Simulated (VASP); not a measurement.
Input of a VASP 6.6.1 run:

File INCAR:

```
SYSTEM = TiO2
  ALGO = Normal
  EDIFF = 1E-6
  ENCUT = 520
  GGA = PE
  ISIF = 2
  ISMEAR = -1
  LASPH = .True.
  LCHARG = .False.
  LREAL = .False.
  LWAVE = .False.
  NBANDS = 33
  NELM = 60
  PREC = Accurate
  SIGMA = 0.05
```

KPOINTS

```
k-points
0
Gamma
  7 7 10
  0 0 0
```

Contents of POSCAR:

```
TiO2
1.0
    4.7318200000      0.0000000000      0.0000000000
    0.0000000000      4.7318200000      0.0000000000
    0.0000000000      0.0000000000      2.9590000000
Ti O
2 4
Direct
    0.0000000000      0.0000000000      0.0000000000
    0.5000000000      0.5000000000      0.5000000000
    0.3060000000      0.3060000000      0.0000000000
    0.1940000000      0.8060000000      0.5000000000
    0.6940000000      0.6940000000      0.0000000000
    0.8060000000      0.1940000000      0.5000000000
```

Potentials or basis: VASP PAW PBE potentials, release 64 (Ti_sv, O).

Run with:

```bash
$ cat potpaw_PBE.64/Ti_sv/POTCAR potpaw_PBE.64/O/POTCAR > POTCAR
$ mpirun -np 1 vasp_std > vasp.out
```

Question: What does it give for the band gap on the k mesh?

Answer: 1.83 eV.

Question: Estimate the largest force.

Answer: 0.080 eV/Å.

Question: Predict the pressure.

Answer: -5.8 GPa.

Forces on the atoms (eV/Å):
```
Ti   0.000  0.000  0.000
Ti   0.000  0.000  0.000
O    0.057  0.057  0.000
O   -0.057  0.057  0.000
O   -0.057 -0.057  0.000
O    0.057 -0.057  0.000
```

Caveat: the cell differs from its parent crystal (equal xx and yy strain of +3 %); the cell stands under tension; an odd mesh through Γ misses points on the zone boundary, where band edges can lie.
